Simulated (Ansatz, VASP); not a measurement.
# Two plane-wave programs on P

```
CELL_PARAMETERS angstrom
0.00000 2.65665 2.65665
2.65665 0.00000 2.65665
2.65665 2.65665 0.00000
ATOMIC_POSITIONS crystal
P 0.87500 0.87500 0.87500
P 0.12500 0.12500 0.12500
```

Alike in both runs: task relaxation of cell and atoms; functional PBE; k mesh 12 × 12 × 12; occupations fermi-dirac, width 0.1 eV; no spin polarisation.

```csv
,VASP,Ansatz
version,VASP 6.6.1,Ansatz 0.2.0
potentials or method,"VASP PAW PBE potentials, release 64 (P)","PAW with Ansatz's default frozen-core files, scalar-relativistic"
plane-wave cutoff (eV),600,420
valence electrons in the cell,10,10
```

|  | VASP | Ansatz | Ansatz less VASP |
| --- | --- | --- | --- |
| relaxed volume (Å³/atom) | 20.62 | 20.66 | +0.042 |
| relaxed length of the cell vector where the two differ most in proportion (Å) | 3.878 | 3.881 | +0.0026 |
